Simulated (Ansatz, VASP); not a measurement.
Two plane-wave programs on Zn

```xyz
2
Lattice="2.5956 0.0000 0.0000 -1.2978 2.2479 0.0000 0.0000 0.0000 4.9811" Properties=species:S:1:pos:R:3 pbc="T T T"
Zn    0.0000    1.4986    1.2453
Zn    1.2978    0.7493    3.7358
```

Alike in both runs: functional r2SCAN; k mesh 15 × 15 × 8; occupations gaussian, width 0.1 eV; no spin polarisation.

Ansatz relaxed the structure, and its values are those at the end. VASP's run is a single point on that final structure, the one shown.

|  | VASP | Ansatz |
| --- | --- | --- |
| version | VASP 6.6.1 | Ansatz 0.2.0 |
| potentials or method | VASP PAW PBE potentials, release 64 (Zn), cutoff 520 eV | scalar-relativistic, plane waves, PAW |
| valence electrons in the cell | 24 | 24 |

```csv
,VASP,Ansatz,Ansatz less VASP
gap on the k mesh at the Fermi level (eV),none,none,-
pressure (GPa),0.5,0.0,-0.52
```

VASP's potentials were made for PBE, not for r2SCAN. A gap of «none» marks a metal or a gap that the smearing closes.
